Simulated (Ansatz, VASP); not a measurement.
# Two plane-wave programs on BN

```
B N
1.0
     4.39823    0.00000    0.00000
     0.00000    4.39823    0.00000
     0.00000    0.00000    2.53803
B N
4 4
Direct
  0.17413 0.82587 0.50000
  0.32587 0.32587 0.00000
  0.67413 0.67413 0.00000
  0.82587 0.17413 0.50000
  0.81239 0.81239 0.50000
  0.31239 0.68761 0.00000
  0.68761 0.31239 0.00000
  0.18761 0.18761 0.50000
```

Alike in both runs: functional PBEsol; k mesh 6 × 6 × 10; occupations gaussian, width 0.02 eV; no spin polarisation.

Ansatz relaxed the structure, and its values are those at the end. VASP's run is a single point on that final structure, the one shown.

```csv
,VASP,Ansatz
version,VASP 6.6.1,Ansatz 0.2.0
potentials or method,"VASP PAW PBE potentials, release 64 (B, N), cutoff 520 eV","scalar-relativistic, plane waves, PAW"
valence electrons in the cell,32,32
```

|  | VASP | Ansatz | Ansatz less VASP |
| --- | --- | --- | --- |
| gap on the k mesh at the Fermi level (eV) | 4.59 | 4.60 | +0.013 |
| least direct gap on the mesh (eV) | 5.71 | 5.73 | +0.013 |
| pressure (GPa) | 0.7 | 0.0 | -0.71 |

VASP's potentials were made for PBE, not for PBEsol, and Ansatz warns of the same on its side.
